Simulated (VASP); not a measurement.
# Ir (P6_3/mmc) in VASP: settings compared

Ir is run at these levels: PBEsol, LDA; tasks: single point, relaxation of cell and atoms.

All numbers are computed with VASP 6.6.1; they aren't measurements. Logs are shortened: lines on timing, memory, paths and dates and some standing lists are left out, and cuts for length are marked.

### 1 The cell of the first run

It takes space group P6_3/mmc (No. 194, hexagonal). Conventional cell: a = 2.720 Å, b = 2.720 Å, c = 4.408 Å, α = 90.00°, β = 90.00°, γ = 120.00°. Within 3.6 Å of Ir (site symmetry -6m2) lie 12 Ir at 2.71 to 2.72 Å.

### 2 Single point, PBEsol

The input, INCAR:

```
  PREC = Accurate
  ENCUT = 520
  EDIFF = 1E-6
  ISMEAR = -1
  SIGMA = 0.05
  LREAL = F
  LASPH = T
  NELM = 60
  ALGO = Normal
  ISIF = 2
  LWAVE = F
  LCHARG = F
  GGA = PS
  NBANDS = 16
```

The input, KPOINTS:

```
Automatic mesh
0
Gamma
  11 11 6
```

The input, POSCAR:

```
Ir
1.0
    2.7197077149      0.0000000000      0.0000000000
   -1.3598538574      2.3553359719      0.0000000000
    0.0000000000      0.0000000000      4.4079823624
Ir
2
Direct
    0.3333333333      0.6666666667      0.2500000000
    0.6666666667      0.3333333333      0.7500000000
```

Potentials or basis: VASP PAW PBE potentials, release 64 (Ir).

Launch:

```bash
$ cat potpaw_PBE.64/Ir/POTCAR > POTCAR
$ mpirun -np 1 vasp_std > vasp.out
```

OUTCAR:

```text
PREC = Accurate
   ENCUT = 520
   EDIFF = 1E-6
   ISMEAR = -1
   LREAL = F
   LASPH = T
   NELM = 60
   ISIF = 2
   GGA = PS

 ion  position               nearest neighbor table
   1  0.333  0.667  0.250-   2 2.71   2 2.71   2 2.71   2 2.71   2 2.71   2 2.71
   2  0.667  0.333  0.750-   1 2.71   1 2.71   1 2.71   1 2.71   1 2.71   1 2.71

  LATTYP: Found a hexagonal cell.
 ALAT       =     2.7197077149
 C/A-ratio  =     1.6207559137

  Lattice vectors:

 A1 = (   2.7197077149,   0.0000000000,   0.0000000000)
 A2 = (  -1.3598538574,   2.3553359719,   0.0000000000)
 A3 = (   0.0000000000,   0.0000000000,   4.4079823624)

Analysis of symmetry for initial positions (statically):
=====================================================================
 Subroutine PRICEL returns:
 Original cell was already a primitive cell.

 Routine SETGRP: Setting up the symmetry group for a
 hexagonal supercell.

 Subroutine GETGRP returns: Found 24 space group operations
 (whereof 12 operations were pure point group operations)
 out of a pool of 24 trial point group operations.

The static configuration has the point symmetry D_3d.
 The point group associated with its full space group is D_6h.

Analysis of symmetry for dynamics (positions and initial velocities):
=====================================================================
 Subroutine PRICEL returns:
 Original cell was already a primitive cell.

 Routine SETGRP: Setting up the symmetry group for a
 hexagonal supercell.

 Subroutine GETGRP returns: Found 24 space group operations
 (whereof 12 operations were pure point group operations)
 out of a pool of 24 trial point group operations.

The dynamic configuration has the point symmetry D_3d.
 The point group associated with its full space group is D_6h.

 Subroutine INISYM returns: Found 24 space group operations
 (whereof 12 operations are pure point group operations),
 and found     1 'primitive' translations

----------------------------------------------------------------------------------------

                                     Primitive cell

  volume of cell :      28.2368

  direct lattice vectors                    reciprocal lattice vectors
     2.719707715  0.000000000  0.000000000     0.367686570  0.212283940  0.000000000
    -1.359853857  2.355335972  0.000000000     0.000000000  0.424567880  0.000000000
     0.000000000  0.000000000  4.407982362     0.000000000  0.000000000  0.226861162

  length of vectors
     2.719707715  2.719707715  4.407982362     0.424567880  0.424567880  0.226861162

  position of ions in fractional coordinates (direct lattice)
     0.333333333  0.666666667  0.250000000
     0.666666667  0.333333333  0.750000000

  ion indices of the primitive-cell ions
   primitive index   ion index
                 1           1
                 2           2

----------------------------------------------------------------------------------------

 KPOINTS: Automatic mesh

Automatic generation of k-mesh.
 Grid dimensions read from file:
 generate k-points for:   11   11    6

 Generating k-lattice:

  Cartesian coordinates                     Fractional coordinates (reciprocal lattice)
     0.033426052  0.019298540  0.000000000     0.090909091  0.000000000  0.000000000
     0.000000000  0.038597080  0.000000000     0.000000000  0.090909091  0.000000000
     0.000000000  0.000000000  0.037810194     0.000000000  0.000000000  0.166666667

  Length of vectors
     0.038597080  0.038597080  0.037810194

  Shift w.r.t. Gamma in fractional coordinates (k-lattice)
     0.000000000  0.000000000  0.000000000

 Subroutine IBZKPT returns following result:
 ===========================================

 Found     64 irreducible k-points:

 Following reciprocal coordinates:
            Coordinates               Weight
  0.000000  0.000000  0.000000      1.000000
  0.090909  0.000000  0.000000      6.000000
  0.181818  0.000000  0.000000      6.000000
  0.272727  0.000000  0.000000      6.000000
  0.363636  0.000000  0.000000      6.000000
  0.454545  0.000000  0.000000      6.000000
[... 16 lines left out ...]
  0.090909  0.090909  0.166667     12.000000
  0.181818  0.090909  0.166667     24.000000
 [... further k-points ...]
   k-points           NKPTS =     64   k-points in BZ     NKDIM =     64   number of bands    NBANDS=     16
   number of dos      NEDOS =    301   number of ions     NIONS =      2
   total plane-waves  NPLWV =  14400
   dimension x,y,z NGX =    20 NGY =   20 NGZ =   36
   dimension x,y,z NGXF=    40 NGYF=   40 NGZF=   72
   ions per type =               2
   NGX,Y,Z   is equivalent  to a cutoff of  12.23, 12.23, 13.58 a.u.
   NGXF,Y,Z  is equivalent  to a cutoff of  24.45, 24.45, 27.15 a.u.
 SYSTEM =  unknown system
   PREC   = accura    normal or accurate (medium, high low for compatibility)
   ISTART =      0    job   : 0-new  1-cont  2-samecut
   ICHARG =      2    charge: 1-file 2-atom 10-const
   ISPIN  =      1    spin polarized calculation?
   LNONCOLLINEAR =      F non collinear calculations
   LSORBIT =      F    spin-orbit coupling
   LASPH  =      T    aspherical Exc in radial PAW
   ENCUT  =  520.0 eV  38.22 Ry    6.18 a.u.   5.06  5.06  8.20*2*pi/ulx,y,z
   NELM   =     60;   NELMIN=  2; NELMDL= -5     # of ELM steps
   EDIFF  = 0.1E-05   stopping-criterion for ELM
   LREAL  =      F    real-space projection
   EDIFFG = 0.1E-04   stopping-criterion for IOM
   NSW    =      0    number of steps for IOM
   IBRION =     -1    ionic relax: 0-MD 1-quasi-New 2-CG
   NFREE  =      0    steps in history (QN), initial steepest desc. (CG)
   ISIF   =      2    stress and relaxation
   ISYM   =      2    0-nonsym 1-usesym 2-fastsym
   POTIM  = 0.5000    time-step for ionic-motion
   TEBEG  =    0.0;   TEEND  =   0.0 temperature during run
   PSTRESS=    0.0 pullay stress
   NELECT =      18.0000    total number of electrons
   NUPDOWN=      -1.0000    fix difference up-down
   EMIN   =  10.00;   EMAX   =-10.00  energy-range for DOS
   EFERMI =   0.00;   METHOD = LEGACY
   ISMEAR =    -1;   SIGMA  =   0.05  broadening in eV -4-tet -1-fermi 0-gaus
   EFERMI_NEDOS =   21; number of points for ismear=-14 and -15
   IALGO  =     38    algorithm
   IMIX   =      4    mixing-type and parameters
     AMIX     =   0.40;   BMIX     =  1.00
     AMIX_MAG =   1.60;   BMIX_MAG =  1.00
  volume/ion in A,a.u.               =      14.12        95.28
  Fermi-wavevector in a.u.,A,eV,Ry     =   1.408945  2.662520 27.009276  1.985126
  Thomas-Fermi vector in A             =   2.531051
   LORBIT       =      0    0 simple, 1 ext, 2 COOP (PROOUT), +10 PAW based schemes
   GGA     = PS    functional components
   LHFCALC =     F    Hartree Fock is set to
   AEXX    =    0.0000 exact exchange contribution
   IVDW    =     0    specifies the selected vdW correction
   LEPSILON=     F    determine dielectric tensor
   LRPA    =     F    only Hartree local field effects (RPA)
 non-spin polarized calculation
  energy-cutoff  :      520.00
  volume of cell :       28.24
 maximum number of plane-waves:       774
   NGX = 11   NGY = 11   NGZ = 17

 number of electron      18.0000000 magnetization

 Free energy of the ion-electron system (eV)
  ---------------------------------------------------
  ext. energy  EPLUGINS =         0.00000000
  ---------------------------------------------------
  free energy    TOTEN  =       -19.46879095 eV

  energy without entropy =      -19.44462436  energy(sigma->0) =      -19.45670766

 E-fermi :  10.3879     XC(G=0): -14.1136

 val. band max:       10.3799560459   @ k =   0.3636   0.1818   0.1667
 cond. band min:      10.3882685140   @ k =   0.2727   0.0909   0.3333
 fundamental gap:      0.0083124681
 Fermi energy:        10.3878751363

 k-point     1 :       0.0000    0.0000    0.0000
  band No.  band energies     occupation
      1      -0.9313      2.00000
      2       2.1446      2.00000
      3       6.4223      2.00000
      4       6.5215      2.00000
      5       6.5215      2.00000
      6       7.1902      2.00000
[... 8 lines left out ...]
     15      26.8174      0.00000
     16      27.8987      0.00000

 k-point     2 :       0.0909    0.0000    0.0000
  band No.  band energies     occupation
      1      -0.6089      2.00000
      2       2.4297      2.00000
      3       5.9757      2.00000
      4       6.7950      2.00000
      5       6.8808      2.00000
      6       7.0456      2.00000
[... 8 lines left out ...]
     15      27.2328      0.00000
     16      28.3799      0.00000

 k-point     3 :       0.1818    0.0000    0.0000
  band No.  band energies     occupation
      1       0.2850      2.00000
      2       3.1005      2.00000
      3       5.4603      2.00000
      4       6.1423      2.00000
      5       6.5701      2.00000
      6       7.3355      2.00000
[... 8 lines left out ...]
     15      27.5424      0.00000
     16      28.2601      0.00000

 k-point     4 :       0.2727    0.0000    0.0000
  band No.  band energies     occupation
      1       1.4822      2.00000
      2       3.4018      2.00000
      3       4.8544      2.00000
      4       5.4944      2.00000
      5       6.4063      2.00000
      6       6.8446      2.00000
[... 8 lines left out ...]
     15      25.8107      0.00000
     16      25.9943      0.00000

 k-point     5 :       0.3636    0.0000    0.0000
  band No.  band energies     occupation
      1       2.4317      2.00000
      2       3.1005      2.00000
      3       3.9454      2.00000
      4       6.0127      2.00000
      5       6.4572      2.00000
      6       6.9451      2.00000
[... 8 lines left out ...]
     15      23.5588      0.00000
     16      24.7622      0.00000

 k-point     6 :       0.4545    0.0000    0.0000
  band No.  band energies     occupation
      1       2.7398      2.00000
      2       2.8788      2.00000
      3       3.4780      2.00000
      4       6.2474      2.00000
      5       6.7222      2.00000
      6       6.8149      2.00000
[... 8 lines left out ...]
     15      22.0685      0.00000
     16      22.3012      0.00000

 k-point     7 :       0.0909    0.0909    0.0000
  band No.  band energies     occupation
      1       0.0039      2.00000
      2       2.9341      2.00000
      3       5.5228      2.00000
      4       6.6162      2.00000
      5       6.7369      2.00000
      6       7.2341      2.00000
[... 8 lines left out ...]
     15      27.7268      0.00000
     16      27.9316      0.00000

 k-point     8 :       0.1818    0.0909    0.0000
  band No.  band energies     occupation
      1       1.0879      2.00000
      2       3.5810      2.00000
      3       5.1029      2.00000
      4       5.3516      2.00000
      5       6.4399      2.00000
      6       6.7167      2.00000
[... 8 lines left out ...]
     15      25.5776      0.00000
     16      26.9469      0.00000

 k-point     9 :       0.2727    0.0909    0.0000
  band No.  band energies     occupation
      1       2.2601      2.00000
      2       3.5160      2.00000
      3       4.3192      2.00000
      4       5.4129      2.00000
      5       6.3577      2.00000
      6       6.6248      2.00000
[... 8 lines left out ...]
     15      23.4129      0.00000
     16      25.5604      0.00000
[... 172 lines left out ...]
 k-point    19 :       0.1818    0.0000    0.1667
  band No.  band energies     occupation
      1       0.5554      2.00000
      2       3.1688      2.00000
      3       5.5253      2.00000
      4       5.6584      2.00000
      5       6.3588      2.00000
      6       7.0866      2.00000
[... 8 lines left out ...]
     15      27.0115      0.00000
     16      27.8733      0.00000

 k-point    20 :       0.2727    0.0000    0.1667
  band No.  band energies     occupation
      1       1.6400      2.00000
      2       3.5164      2.00000
      3       4.7027      2.00000
      4       5.4869      2.00000
      5       6.1359      2.00000
      6       6.9703      2.00000
[... 8 lines left out ...]
     15      26.1097      0.00000
     16      26.3131      0.00000

 k-point    21 :       0.3636    0.0000    0.1667
  band No.  band energies     occupation
      1       2.3177      2.00000
      2       3.1953      2.00000
      3       4.2541      2.00000
      4       5.2677      2.00000
      5       6.6667      2.00000
      6       6.9172      2.00000
[... 8 lines left out ...]
     15      24.2244      0.00000
     16      24.5895      0.00000

 k-point    22 :       0.4545    0.0000    0.1667
  band No.  band energies     occupation
      1       2.4202      2.00000
      2       2.8866      2.00000
      3       4.1423      2.00000
      4       5.2161      2.00000
      5       6.4835      2.00000
      6       7.3273      2.00000
[... 8 lines left out ...]
     15      22.8314      0.00000
     16      23.4287      0.00000

 k-point    23 :       0.0909    0.0909    0.1667
  band No.  band energies     occupation
      1       0.2887      2.00000
      2       2.9881      2.00000
      3       5.5837      2.00000
      4       5.9325      2.00000
      5       6.5123      2.00000
      6       6.9956      2.00000
[... 8 lines left out ...]
     15      27.5618      0.00000
     16      27.8711      0.00000

 k-point    24 :       0.1818    0.0909    0.1667
  band No.  band energies     occupation
      1       1.3091      2.00000
      2       3.6951      2.00000
      3       4.9723      2.00000
      4       5.2108      2.00000
      5       6.2229      2.00000
      6       6.8536      2.00000
[... 8 lines left out ...]
     15      25.7930      0.00000
     16      27.0266      0.00000

 [... further k-points ...]

------------------------ aborting loop because EDIFF is reached ----------------------------------------

  FORCE on cell =-STRESS in cart. coord.  units (eV):
  Direction    XX          YY          ZZ          XY          YZ          ZX
  --------------------------------------------------------------------------------------
  -------------------------------------------------------------------------------------
  Total        0.1758127      0.1758127      0.1909924      0.0000000      0.0000000      0.0000000
  in kB        9.9757588      9.9757588     10.8370643      0.0000000      0.0000000      0.0000000
  external PRESSURE =      10.2628606 kB  Pullay stress =       0.0000000 kB

 VOLUME and BASIS-vectors are now :
 -----------------------------------------------------------------------------
  energy-cutoff  :      520.00
  volume of cell :       28.24
      direct lattice vectors                 reciprocal lattice vectors
     2.719707715  0.000000000  0.000000000     0.367686570  0.212283940  0.000000000
    -1.359853857  2.355335972  0.000000000     0.000000000  0.424567880  0.000000000
     0.000000000  0.000000000  4.407982362     0.000000000  0.000000000  0.226861162

 POSITION                                       TOTAL-FORCE (eV/Angst)
 -----------------------------------------------------------------------------------
     -0.00000      1.57022      1.10200         0.000000      0.000000      0.000000
      1.35985      0.78511      3.30599        -0.000000      0.000000      0.000000
 -----------------------------------------------------------------------------------
    total drift:                                0.000000     -0.000000     -0.000000

  FREE ENERGIE OF THE ION-ELECTRON SYSTEM (eV)
  ---------------------------------------------------
  free  energy   TOTEN  =       -19.4687909535 eV

  energy  without entropy=      -19.4446243573  energy(sigma->0) =      -19.45670766
```

It took 19 s on 1 thread of Intel Xeon 6975P-C, shared host; peak memory 0.16 GiB.

Results:

```yaml
Free_energy: -19.4688 eV
Pressure: 1.0 GPa
Band_gap_on_the_k_mesh: zero (band 9 reaches 11.39 eV, above the bottom of band 10 at 8.10 eV)
```

Caveat: the PAW data sets were made with another functional, which shifts forces and pressure a little; spin-orbit coupling is left out, which moves the levels of the heavy elements.

### 3 Relaxation of cell and atoms, LDA

This run uses another cell than the first one, of 14.63 Å³/atom, 1.036 times its volume.

The input, INCAR:

```
PREC     = Accurate       # precision mode
ENCUT    = 600            # plane-wave cutoff, eV
EDIFF    = 1E-6           # SCF threshold, eV
ISMEAR   = -1             # smearing method
SIGMA    = 0.05           # smearing width, eV
LREAL    = F              # projectors in reciprocal space
LASPH    = T              # aspherical terms in the spheres
NELM     = 80             # most SCF steps
ALGO     = Normal         # electronic algorithm
ISIF     = 3              # what is computed and relaxed
LWAVE    = F              # write WAVECAR
LCHARG   = F              # write CHGCAR
GGA      = CA             # functional
IBRION   = 2              # ionic algorithm
NSW      = 80             # ionic steps
EDIFFG   = -0.01          # ionic threshold
```

The input, KPOINTS:

```
regular mesh
0
Gamma
  8 8 5
```

The input, POSCAR:

```
Ir
1.0
    2.7513778946      0.0000000000      0.0000000000
   -1.3756889473      2.3827631521      0.0000000000
    0.0000000000      0.0000000000      4.4622900000
Ir
2
Direct
    0.3333333333      0.6666666667      0.2500000000
    0.6666666667      0.3333333333      0.7500000000
```

Potentials or basis: VASP PAW LDA potentials, release 64 (Ir).

Launch:

```bash
$ cat potpaw_LDA.64/Ir/POTCAR > POTCAR
$ mpirun -np 1 vasp_std > vasp.out
```

Run time: 39 s. Hardware: 1 thread of Intel Xeon 6975P-C, shared host; peak memory 0.15 GiB.

Results (log left out):

* Free energy: -20.4193 eV
* Relaxed volume: 14.03 Å³/atom
* Relaxed cell: a = 2.717 Å, b = 2.717 Å, c = 4.388 Å, α = 90.00°, β = 90.00°, γ = 120.00°
* Space group after relaxing (to 0.05 Å): P6_3/mmc (No. 194)
* Energy gained by relaxing: 29.2 meV/atom
* Ionic steps: 7
* Pressure after relaxing: 0.1 GPa
* Band gap on the k mesh: zero (band 9 reaches 11.62 eV, above the bottom of band 10 at 8.32 eV)

The path:
| step | energy change (eV) | largest force (eV/Å) | pressure (GPa) | volume (Å³) |
| --- | --- | --- | --- | --- |
| 1 | 0.0000 | 0.0000 | -14.89 | 29.25 |
| 2 | 1.0119 | 0.0000 | 96.09 | 23.87 |
| 3 | -0.0580 | 0.0000 | -1.15 | 28.14 |
| 4 | -0.0583 | 0.0000 | -0.29 | 28.07 |
| 5 | -0.0583 | 0.0000 | 0.06 | 28.05 |
| 6 | -0.0585 | 0.0000 | 0.06 | 28.05 |
| 7 | -0.0585 | 0.0000 | 0.06 | 28.05 |

Final structure:
```yaml
crystal:
  lattice:
    - [2.71700, 0.00000, 0.00000]
    - [-1.35850, 2.35299, 0.00000]
    - [0.00000, 0.00000, 4.38796]
  atoms:
    - { symbol: Ir, position: [0.33333, 0.66667, 0.25000] }
    - { symbol: Ir, position: [0.66667, 0.33333, 0.75000] }
```

Levels at points of the mesh, in eV from the Fermi level:
| k point | band 6 | band 7 | band 8 | band 9 | band 10 | band 11 | band 12 | band 13 |
| --- | --- | --- | --- | --- | --- | --- | --- | --- |
| (0.00, 0.00, 0.00) | -3.23 | -3.23 | -2.44 | -2.44 | -0.74 | 0.31 | 0.31 | 7.24 |
| (0.50, 0.00, 0.00) | -3.49 | -3.01 | 0.73 | 1.05 | 1.16 | 3.02 | 4.48 | 8.34 |

Caveat: spin-orbit coupling is left out, which moves the levels of the heavy elements.

(Part 1 of 3 ends here.)
